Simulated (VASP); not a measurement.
# BAs (F-43m) in VASP: notebook, part 2 of 2

VASP 6.6.1.

**3. Single point, PBEsol**

This run uses another cell than the first one, of 13.55 Å³/atom, 1.169 times its volume.

The input, INCAR:

```
SYSTEM = BAs
PREC = Accurate
ENCUT = 520
EDIFF = 1E-6
ISMEAR = 0
SIGMA = 0.02
LREAL = .False.
LASPH = .True.
NELM = 60
ALGO = Normal
ISIF = 2
LWAVE = .False.
LCHARG = .True.
GGA = PS
LELF = .True.
LVHAR = .True.
NBANDS = 11
```

The input, KPOINTS:

```
regular mesh
0
Gamma
  10 10 10
  0 0 0
```

The input, POSCAR:

```
BAs
1.0
    0.0000000000      2.3839379056      2.3839379056
    2.3839379056      0.0000000000      2.3839379056
    2.3839379056      2.3839379056      0.0000000000
B As
1 1
Direct
    0.0000000000      0.0000000000      0.0000000000
    0.7500000000      0.7500000000      0.7500000000
```

Potentials or basis: VASP PAW PBE potentials, release 64 (B, As).

Run with:

```console
> cat potpaw_PBE.64/B/POTCAR potpaw_PBE.64/As/POTCAR > POTCAR
> mpirun -np 1 vasp_std > vasp.out
```

OUTCAR:

```text
SYSTEM = BAs
   PREC = Accurate
   ENCUT = 520
   EDIFF = 1E-6
   ISMEAR = 0
   LREAL = .False.
   LASPH = .True.
   NELM = 60
   ISIF = 2
   GGA = PS

 ion  position               nearest neighbor table
   1  0.000  0.000  0.000-   2 2.06   2 2.06   2 2.06   2 2.06
   2  0.750  0.750  0.750-   1 2.06   1 2.06   1 2.06   1 2.06

  LATTYP: Found a face centered cubic cell.
 ALAT       =     4.7678758112

  Lattice vectors:

 A1 = (   0.0000000000,   2.3839379056,   2.3839379056)
 A2 = (   2.3839379056,   0.0000000000,   2.3839379056)
 A3 = (   2.3839379056,   2.3839379056,   0.0000000000)

Analysis of symmetry for initial positions (statically):
=====================================================================
 Subroutine PRICEL returns:
 Original cell was already a primitive cell.

 Routine SETGRP: Setting up the symmetry group for a
 face centered cubic supercell.

 Subroutine GETGRP returns: Found 24 space group operations
 (whereof 24 operations were pure point group operations)
 out of a pool of 48 trial point group operations.

The static configuration has the point symmetry T_d .

Analysis of symmetry for dynamics (positions and initial velocities):
=====================================================================
 Subroutine PRICEL returns:
 Original cell was already a primitive cell.

 Routine SETGRP: Setting up the symmetry group for a
 face centered cubic supercell.

 Subroutine GETGRP returns: Found 24 space group operations
 (whereof 24 operations were pure point group operations)
 out of a pool of 48 trial point group operations.

The dynamic configuration has the point symmetry T_d .

 Subroutine INISYM returns: Found 24 space group operations
 (whereof 24 operations are pure point group operations),
 and found     1 'primitive' translations

----------------------------------------------------------------------------------------

                                     Primitive cell

  volume of cell :      27.0966

  direct lattice vectors                    reciprocal lattice vectors
     0.000000000  2.383937906  2.383937906    -0.209737006  0.209737006  0.209737006
     2.383937906  0.000000000  2.383937906     0.209737006 -0.209737006  0.209737006
     2.383937906  2.383937906  0.000000000     0.209737006  0.209737006 -0.209737006

  length of vectors
     3.371397318  3.371397318  3.371397318     0.363275151  0.363275151  0.363275151

  position of ions in fractional coordinates (direct lattice)
     0.000000000  0.000000000  0.000000000
     0.750000000  0.750000000  0.750000000

  ion indices of the primitive-cell ions
   primitive index   ion index
                 1           1
                 2           2

----------------------------------------------------------------------------------------

 KPOINTS: regular mesh

Automatic generation of k-mesh.
 Grid dimensions read from file:
 generate k-points for:   10   10   10

 Generating k-lattice:

  Cartesian coordinates                     Fractional coordinates (reciprocal lattice)
    -0.020973701  0.020973701  0.020973701     0.100000000  0.000000000  0.000000000
     0.020973701 -0.020973701  0.020973701     0.000000000  0.100000000  0.000000000
     0.020973701  0.020973701 -0.020973701     0.000000000  0.000000000  0.100000000

  Length of vectors
     0.036327515  0.036327515  0.036327515

  Shift w.r.t. Gamma in fractional coordinates (k-lattice)
     0.000000000  0.000000000  0.000000000

 Subroutine IBZKPT returns following result:
 ===========================================

 Found     47 irreducible k-points:

 Following reciprocal coordinates:
            Coordinates               Weight
  0.000000  0.000000  0.000000      1.000000
  0.100000  0.000000  0.000000      8.000000
  0.200000  0.000000  0.000000      8.000000
  0.300000  0.000000  0.000000      8.000000
  0.400000  0.000000  0.000000      8.000000
  0.500000  0.000000  0.000000      4.000000
[... 16 lines left out ...]
  0.300000  0.300000  0.000000      6.000000
  0.400000  0.300000  0.000000     24.000000
 [... further k-points ...]
   k-points           NKPTS =     47   k-points in BZ     NKDIM =     47   number of bands    NBANDS=     11
   number of dos      NEDOS =    301   number of ions     NIONS =      2
   total plane-waves  NPLWV =  21952
   dimension x,y,z NGX =    28 NGY =   28 NGZ =   28
   dimension x,y,z NGXF=    56 NGYF=   56 NGZF=   56
   ions per type =               1   1
   NGX,Y,Z   is equivalent  to a cutoff of  13.81, 13.81, 13.81 a.u.
   NGXF,Y,Z  is equivalent  to a cutoff of  27.61, 27.61, 27.61 a.u.
 SYSTEM =  BAs
   PREC   = accura    normal or accurate (medium, high low for compatibility)
   ISTART =      0    job   : 0-new  1-cont  2-samecut
   ICHARG =      2    charge: 1-file 2-atom 10-const
   ISPIN  =      1    spin polarized calculation?
   LNONCOLLINEAR =      F non collinear calculations
   LSORBIT =      F    spin-orbit coupling
   LASPH  =      T    aspherical Exc in radial PAW
   ENCUT  =  520.0 eV  38.22 Ry    6.18 a.u.   6.27  6.27  6.27*2*pi/ulx,y,z
   NELM   =     60;   NELMIN=  2; NELMDL= -5     # of ELM steps
   EDIFF  = 0.1E-05   stopping-criterion for ELM
   LREAL  =      F    real-space projection
   EDIFFG = 0.1E-04   stopping-criterion for IOM
   NSW    =      0    number of steps for IOM
   IBRION =     -1    ionic relax: 0-MD 1-quasi-New 2-CG
   NFREE  =      0    steps in history (QN), initial steepest desc. (CG)
   ISIF   =      2    stress and relaxation
   ISYM   =      2    0-nonsym 1-usesym 2-fastsym
   POTIM  = 0.5000    time-step for ionic-motion
   TEBEG  =    0.0;   TEEND  =   0.0 temperature during run
   PSTRESS=    0.0 pullay stress
   NELECT =       8.0000    total number of electrons
   NUPDOWN=      -1.0000    fix difference up-down
   EMIN   =  10.00;   EMAX   =-10.00  energy-range for DOS
   EFERMI =   0.00;   METHOD = LEGACY
   ISMEAR =     0;   SIGMA  =   0.02  broadening in eV -4-tet -1-fermi 0-gaus
   EFERMI_NEDOS =   21; number of points for ismear=-14 and -15
   IALGO  =     38    algorithm
   IMIX   =      4    mixing-type and parameters
     AMIX     =   0.40;   BMIX     =  1.00
     AMIX_MAG =   1.60;   BMIX_MAG =  1.00
  volume/ion in A,a.u.               =      13.55        91.43
  Fermi-wavevector in a.u.,A,eV,Ry     =   1.090101  2.059991 16.168064  1.188319
  Thomas-Fermi vector in A             =   2.226318
   LORBIT       =      0    0 simple, 1 ext, 2 COOP (PROOUT), +10 PAW based schemes
   GGA     = PS    functional components
   LHFCALC =     F    Hartree Fock is set to
   AEXX    =    0.0000 exact exchange contribution
   IVDW    =     0    specifies the selected vdW correction
   LEPSILON=     F    determine dielectric tensor
   LRPA    =     F    only Hartree local field effects (RPA)
 non-spin polarized calculation
 Gauss-broadening in eV      SIGMA  =   0.02
  energy-cutoff  :      520.00
  volume of cell :       27.10
 maximum number of plane-waves:       745
 NGX is ok and might be reduce to    28
   NGX = 13   NGY = 13   NGZ = 13

 number of electron       8.0000000 magnetization

 Free energy of the ion-electron system (eV)
  ---------------------------------------------------
  ext. energy  EPLUGINS =         0.00000000
  ---------------------------------------------------
  free energy    TOTEN  =       -12.20338393 eV

  energy without entropy =      -12.20338393  energy(sigma->0) =      -12.20338393

 E-fermi :   6.2828     XC(G=0): -10.7554

 val. band max:        6.1073877173   @ k =   0.0000   0.0000   0.0000
 cond. band min:       7.1776060202   @ k =   0.4000   0.4000   0.0000
 fundamental gap:      1.0702183030
 Fermi energy:         6.2827763610

 k-point     1 :       0.0000    0.0000    0.0000
  band No.  band energies     occupation
      1      -9.3822      2.00000
      2       6.1074      2.00000
      3       6.1074      2.00000
      4       6.1074      2.00000
      5       9.3544      0.00000
      6       9.3544      0.00000
      7       9.3544      0.00000
      8      10.8621      0.00000
      9      15.4821      0.00000
     10      19.0617      0.00000
     11      19.0617      0.00000
[... 309 lines left out ...]
 k-point    24 :       0.4000    0.3000    0.0000
  band No.  band energies     occupation
      1      -6.7166      2.00000
      2      -0.3689      2.00000
      3       2.0737      2.00000
      4       2.5772      2.00000
      5       7.7109      0.00000
      6       9.4010      0.00000
      7      14.9505      0.00000
      8      15.1861      0.00000
      9      18.1459      0.00000
     10      21.8648      0.00000
     11      21.9877      0.00000

 [... further k-points ...]
[... 5 lines left out ...]
  --------------------------------------------------------------------------------------
  -------------------------------------------------------------------------------------
  Total        0.1481709      0.1481709      0.1481709      0.0000000      0.0000000     -0.0000000
  in kB        8.7610988      8.7610988      8.7610988      0.0000000      0.0000000     -0.0000000
  external PRESSURE =       8.7610988 kB  Pullay stress =       0.0000000 kB

 VOLUME and BASIS-vectors are now :
 -----------------------------------------------------------------------------
  energy-cutoff  :      520.00
  volume of cell :       27.10
      direct lattice vectors                 reciprocal lattice vectors
     0.000000000  2.383937906  2.383937906    -0.209737006  0.209737006  0.209737006
     2.383937906  0.000000000  2.383937906     0.209737006 -0.209737006  0.209737006
     2.383937906  2.383937906  0.000000000     0.209737006  0.209737006 -0.209737006

 POSITION                                       TOTAL-FORCE (eV/Angst)
 -----------------------------------------------------------------------------------
      0.00000      0.00000      0.00000        -0.000000     -0.000000      0.000000
      3.57591      3.57591      3.57591         0.000000      0.000000     -0.000000
 -----------------------------------------------------------------------------------
    total drift:                                0.000000      0.000000      0.000000

  FREE ENERGIE OF THE ION-ELECTRON SYSTEM (eV)
  ---------------------------------------------------
  free  energy   TOTEN  =       -12.2033839299 eV

  energy  without entropy=      -12.2033839299  energy(sigma->0) =      -12.20338393
```

It took 7.2 s on 1 thread of Intel Xeon 6975P-C (Granite Rapids), shared host; peak memory 0.16 GiB.

What came out:

```
Free energy            : -12.2034 eV
Pressure               : 0.9 GPa
Band gap on the k mesh : 1.07 eV, indirect (least direct gap 3.25 eV)
```

Levels at points of the mesh, in eV from the valence-band top:
| k point | band 1 | band 2 | band 3 | band 4 | band 5 | band 6 | band 7 | band 8 | band 9 |
| --- | --- | --- | --- | --- | --- | --- | --- | --- | --- |
| (0.00, 0.00, 0.00) | -15.49 | 0.00 | 0.00 | 0.00 | 3.25 | 3.25 | 3.25 | 4.75 | 9.37 |
| (0.50, 0.00, 0.00) | -12.58 | -8.88 | -1.84 | -1.84 | 2.69 | 4.73 | 4.73 | 8.72 | 12.60 |
| (0.50, 0.50, 0.00) | -11.27 | -8.57 | -4.13 | -4.13 | 1.31 | 1.33 | 11.40 | 11.40 | 12.83 |

Caveat: the PAW data sets were made with another functional, which shifts forces and pressure a little. A hybrid or GW would open this gap; PBEsol tends to underestimate it.

**4. Single point, PBEsol**

This run uses another cell than the first one, of 13.55 Å³/atom, 1.169 times its volume.

The input, INCAR:

```
PREC = Accurate ; ENCUT = 520
EDIFF = 1E-6 ; ISMEAR = 0
SIGMA = 0.01 ; LREAL = False
LASPH = True ; NELM = 80
ALGO = Normal ; ISIF = 2
LWAVE = False ; LCHARG = True
GGA = PS ; LELF = True
LVHAR = True ; NBANDS = 11
```

The input, KPOINTS:

```
regular mesh
0
Gamma
  10 10 10
```

POSCAR is that of step 3.

Run with:

```console
> cat potpaw_PBE.64/B/POTCAR potpaw_PBE.64/As/POTCAR > POTCAR
> mpirun -np 1 vasp_std > vasp.out
```

Wall time 6.9 s (1 thread of Intel Xeon 6975P-C (Granite Rapids), shared host); peak memory 0.16 GiB.

The run converged. Its results:

```
Free energy            : -12.2034 eV
Pressure               : 0.9 GPa
Band gap on the k mesh : 1.07 eV, indirect (least direct gap 3.25 eV)
```

Levels at points of the mesh, in eV from the valence-band top:
```csv
k point,band 2,band 3,band 4,band 5,band 6,band 7
"(0.00, 0.00, 0.00)",0.00,0.00,0.00,3.25,3.25,3.25
"(0.50, 0.00, 0.00)",-8.88,-1.84,-1.84,2.69,4.73,4.73
"(0.50, 0.50, 0.00)",-8.57,-4.13,-4.13,1.31,1.33,11.40
```

Caveat: the PAW data sets were made with another functional, which shifts forces and pressure a little. As with any semilocal functional, this PBEsol gap is likely too small.

**5. Relaxation of cell and atoms, PBEsol**

This run uses another cell than the first one, of 13.55 Å³/atom, 1.169 times its volume.

The input, INCAR:

```
SYSTEM = BAs
PREC = Accurate
ENCUT = 600
EDIFF = 1E-7
ISMEAR = 0
SIGMA = 0.01
LREAL = .FALSE.
LASPH = .TRUE.
NELM = 60
ALGO = Normal
ISIF = 3
LWAVE = .FALSE.
LCHARG = .FALSE.
GGA = PS
IBRION = 2
NSW = 80
EDIFFG = -0.001
```

The input, KPOINTS:

```
regular mesh
0
G
  10 10 10
  0 0 0
```

POSCAR is that of step 4.

Run with:

```console
> cat potpaw_PBE.64/B/POTCAR potpaw_PBE.64/As/POTCAR > POTCAR
> mpirun -np 1 vasp_std > vasp.out
```

Wall time 12 s (1 thread of Intel Xeon 6975P-C (Granite Rapids), shared host); peak memory 0.16 GiB.

It converged, with:

```
Free energy                            : -12.2047 eV
Relaxed volume                         : 13.63 Å³/atom
Relaxed cell                           : a = 3.378 Å, b = 3.378 Å, c = 3.378 Å, α = 60.00°, β = 60.00°, γ = 60.00°
Space group after relaxing (to 0.05 Å) : F-43m (No. 216)
Energy gained by relaxing              : 0.2 meV/atom
Ionic steps                            : 3
Pressure after relaxing                : 0.0 GPa
Band gap on the k mesh                 : 1.08 eV, indirect (least direct gap 3.24 eV)
```

Step by step:
```
step  energy change (eV)  largest force (eV/Å)  pressure (GPa)  volume (Å³)
   1              0.0000                0.0000            0.87        27.10
   2             -0.0002                0.0000           -0.63        27.39
   3             -0.0004                0.0000            0.01        27.26
```

Final structure:
```
B As
1.0
     0.00000    2.38877    2.38877
     2.38877    0.00000    2.38877
     2.38877    2.38877    0.00000
B As
1 1
Direct
  0.00000 0.00000 0.00000
  0.75000 0.75000 0.75000
```

Levels at points of the mesh, in eV from the valence-band top:
```csv
k point,band 1,band 2,band 3,band 4,band 5,band 6,band 7,band 8
"(0.00, 0.00, 0.00)",-15.43,0.00,0.00,0.00,3.24,3.24,3.24,4.68
"(0.50, 0.00, 0.00)",-12.55,-8.83,-1.83,-1.83,2.65,4.73,4.73,8.71
"(0.50, 0.50, 0.00)",-11.24,-8.53,-4.10,-4.10,1.31,1.34,11.34,11.34
```

Caveat: the PAW data sets were made with another functional, which shifts forces and pressure a little. Expect the measured gap to be larger: semilocal functionals such as PBEsol lack the derivative discontinuity.

**6. Relaxation of cell and atoms, PBEsol, target pressure 30 GPa, at which the enthalpy is minimised**

This run uses another cell than the first one, of 13.55 Å³/atom, 1.169 times its volume.

The input, INCAR:

```
SYSTEM = BAs
PREC = Accurate ; ENCUT = 600
EDIFF = 1E-6 ; ISMEAR = 0
SIGMA = 0.01 ; LREAL = .FALSE.
LASPH = .TRUE. ; NELM = 80
ALGO = Normal ; ISIF = 3
LWAVE = .FALSE. ; LCHARG = .FALSE.
GGA = PS ; IBRION = 2
NSW = 80 ; EDIFFG = -0.001
PSTRESS = 300.0
```

The input, KPOINTS:

```
Automatic mesh
0
G
  10 10 10
  0 0 0
```

POSCAR is that of step 5.

Potentials or basis: VASP PAW PBE potentials, release 64 (B, As).

Run with:

```console
> cat potpaw_PBE.64/B/POTCAR potpaw_PBE.64/As/POTCAR > POTCAR
> mpirun -np 1 vasp_std > vasp.out
```

Run time: 21 s. Hardware: 1 thread of Intel Xeon 6975P-C (Granite Rapids), shared host; peak memory 0.17 GiB.

It converged, with:

```yaml
Free_energy: -11.8825 eV
Relaxed_volume: 11.67 Å³/atom
Relaxed_cell: a = 3.208 Å, b = 3.208 Å, c = 3.208 Å, α = 60.00°, β = 60.00°, γ = 60.00°
Space_group_after_relaxing_to_0.05_Å: F-43m (No. 216)
Energy_change_on_relaxing_the_enthalpy_is_what_falls: +160.9 meV/atom
Ionic_steps: 7
Pressure_after_relaxing: 30.0 GPa
Band_gap_on_the_k_mesh: 0.91 eV, indirect (least direct gap 3.46 eV)
```

Step by step:
```
step  energy change (eV)  largest force (eV/Å)  pressure (GPa)  volume (Å³)
   1              0.0000                0.0000            0.87        27.10
   2              2.3183                0.0000          117.25        18.54
   3              0.2806                0.0000           27.57        23.57
   4              0.3136                0.0000           29.53        23.38
   5              0.3268                0.0000           30.28        23.31
   6              0.3154                0.0000           29.64        23.37
   7              0.3218                0.0000           30.00        23.34
```

Final structure:
```
CELL_PARAMETERS angstrom
0.00000 2.26823 2.26823
2.26823 0.00000 2.26823
2.26823 2.26823 0.00000
ATOMIC_POSITIONS crystal
B 0.00000 0.00000 0.00000
As 0.75000 0.75000 0.75000
```

Levels at points of the mesh, in eV from the valence-band top:
| k point | band 2 | band 3 | band 4 | band 5 | band 6 | band 7 |
| --- | --- | --- | --- | --- | --- | --- |
| (0.00, 0.00, 0.00) | 0.00 | 0.00 | 0.00 | 3.46 | 3.46 | 3.46 |
| (0.50, 0.00, 0.00) | -10.06 | -2.11 | -2.11 | 3.63 | 4.89 | 4.89 |
| (0.50, 0.50, 0.00) | -9.46 | -4.79 | -4.79 | 1.12 | 1.16 | 12.88 |

Caveat: the cell is relaxed towards a set pressure, so the enthalpy falls and the energy may rise; the PAW data sets were made with another functional, which shifts forces and pressure a little.

**7. Summary**

| task | cell | cutoff (eV) | smearing | gap on the mesh (eV) | pressure (GPa) |
| --- | --- | --- | --- | --- | --- |
| single point | a = 3.200 Å, angles 60.0°, 2 atoms | 520 | gaussian 0.01 eV | 0.91 | 31.7 |
| single point | a = 3.371 Å, angles 60.0°, 2 atoms | 520 | gaussian 0.02 eV | 1.07 | 0.9 |
| single point | a = 3.371 Å, angles 60.0°, 2 atoms | 520 | gaussian 0.01 eV | 1.07 | 0.9 |
| relaxation of cell and atoms | relaxed from a = 3.371 Å, angles 60.0°, 2 atoms | 600 | gaussian 0.01 eV | 1.08 | 0.0 |
| relaxation of cell and atoms | relaxed to 30 GPa from a = 3.371 Å, angles 60.0°, 2 atoms | 600 | gaussian 0.01 eV | 0.91 | 30.0 |

Alike in all rows: level PBEsol; potentials or basis VASP PAW PBE potentials, release 64 (B, As); no spin polarisation; k mesh 10 × 10 × 10.

Caveats: the PAW data sets were made with another functional, which shifts forces and pressure a little; the cell is relaxed towards a set pressure, so the enthalpy falls and the energy may rise (some runs).

Total energies depend on the potentials used, so only differences within one code and one set of settings carry meaning.
